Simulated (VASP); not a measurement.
Wanted: the native input for a VASP 6.6.1 run.

- Task: single point
- Functional: PBE
- Potentials or basis: VASP PAW PBE potentials, release 64 (Li_sv, F)
- Cutoff: 750 eV
- k mesh: 6 × 6 × 6
- Occupations: gaussian, width 0.01 eV
- Spin: no spin polarisation
- Dipole correction: no
- Further INCAR settings: ALGO = Normal; EDIFF = 1e-06; NBANDS = 12

The structure of LiF lies in POSCAR:

```
LiF
1.0
    0.0199487174      2.0148204567      2.0148204567
    2.0148204567      0.0199487174      2.0148204567
    2.0148204567      2.0148204567      0.0199487174
Li F
1 1
Direct
    0.0000000000      0.0000000000      0.0000000000
    0.5000000000      0.5000000000      0.5000000000
```

This cell differs from its parent crystal: strain along [111] +1.5%.

One way to write it, as run:

INCAR

```
  PREC = Accurate
  ENCUT = 750
  EDIFF = 1E-6
  ISMEAR = 0
  SIGMA = 0.01
  LREAL = F
  LASPH = T
  NELM = 120
  ALGO = Normal
  ISIF = 2
  LWAVE = F
  LCHARG = T
  GGA = PE
  LELF = T
  LVHAR = T
  NBANDS = 12
  GGA_COMPAT = F
```

KPOINTS

```
Automatic mesh
0
Gamma
  6 6 6
```

Potentials or basis: VASP PAW PBE potentials, release 64 (Li_sv, F).

Run with:

```bash
$ cat potpaw_PBE.64/Li_sv/POTCAR potpaw_PBE.64/F/POTCAR > POTCAR
$ mpirun -np 1 vasp_std > vasp.out
```

It gave:

```json
{"Pressure": "2.5 GPa", "Band gap on the k mesh": "9.17 eV"}
```

Caveat: the k points lie up to 0.45 Å⁻¹ apart; the cell differs from its parent crystal (strain along [111] +1.5%).

It took 6.1 s on 1 thread of AMD EPYC 9R45 96-Core Processor (Zen 5) (shared host), peak memory 0.12 GiB.
